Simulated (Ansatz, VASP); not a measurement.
AgCl in VASP and in Ansatz

File POSCAR:

```
AgCl
1.0
    3.3504267209      0.0000000000      0.0000000000
    0.0000000000      3.3955880419      0.0000000000
    0.0000000000      0.0000000000      3.3955880419
Ag Cl
1 1
Direct
    0.0000000000      0.0000000000      0.0000000000
    0.5000000000      0.5000000000      0.5000000000
```

INCAR.step1

```
SYSTEM = AgCl
  PREC = Accurate
  ENCUT = 520
  ISMEAR = 0
  SIGMA = 0.01
  LREAL = .FALSE.
  LASPH = .TRUE.
  NELM = 100
  NBANDS = 16
  GGA = PE
  ALGO = Normal
  EDIFF = 1E-4
  LWAVE = .TRUE.
  LCHARG = .FALSE.
```

File INCAR.step2:

```
SYSTEM = AgCl
  PREC = Accurate
  ENCUT = 520
  EDIFF = 1E-6
  ISMEAR = 0
  SIGMA = 0.01
  LREAL = .FALSE.
  LASPH = .TRUE.
  NELM = 100
  ALGO = Normal
  ISIF = 2
  LWAVE = .FALSE.
  LCHARG = .FALSE.
  METAGGA = R2SCAN
  LMIXTAU = .TRUE.
  NBANDS = 16
  ISTART = 1
```

KPOINTS

```
Automatic mesh
0
G
  8 8 8
  0 0 0
```

Input for Ansatz:

```yaml
crystal:
  lattice:
    - [3.3504267209, 0.0, 0.0]
    - [0.0, 3.3955880419, 0.0]
    - [0.0, 0.0, 3.3955880419]
  atoms:
    - { symbol: Ag, position: [0.0, 0.0, 0.0] }
    - { symbol: Cl, position: [0.5, 0.5, 0.5] }
kpoints:
  mp_grid: { grid: [8, 8, 8] }
  band_path:
    path:
      - [0.0, 0.0, 0.0]
      - [0.0, 0.5, 0.0]
      - [0.5, 0.5, 0.0]
      - [0.5, 0.5, 0.5]
      - [0.0, 0.0, 0.5]
    npoints: 1
hamiltonian:
  xc: r2scan
scf:
  occupations: { method: fixed }
  n_extra_bands: 4
output:
  forces: true
  stress: true
  eigenvalues: true
```

Change from the starting cell: uniaxial_x strain -1.3%.

Alike in both runs: task single point; functional r2SCAN; k mesh 8 × 8 × 8; no spin polarisation.

|  | VASP | Ansatz |
| --- | --- | --- |
| version | VASP 6.6.1 | Ansatz 0.2.0 |
| potentials or method | VASP PAW PBE potentials, release 64 (Ag, Cl) | plane waves, PAW |
| plane-wave cutoff (eV) | 520 | 500 |
| occupations | gaussian, width 0.01 eV | fixed |
| valence electrons in the cell | 18 | 26 |

Ansatz gave:

| Quantity | Value |
| --- | --- |
| gap on the k mesh at the Fermi level (eV) | 1.22 |
| pressure (GPa) | 0.8 |
| traceless stress, the component that is largest in VASP (GPa) | 0.55 |

Problem. Which values does VASP return?

Solution. gap on the k mesh at the Fermi level (eV): 1.18; pressure (GPa): 0.7; traceless stress, the component that is largest in VASP (GPa): 0.54.

VASP's potentials were made for PBE, not for r2SCAN. VASP's potentials hold 18 valence electrons a cell and Ansatz's 26, so a difference there can come from the potentials and not from the codes.
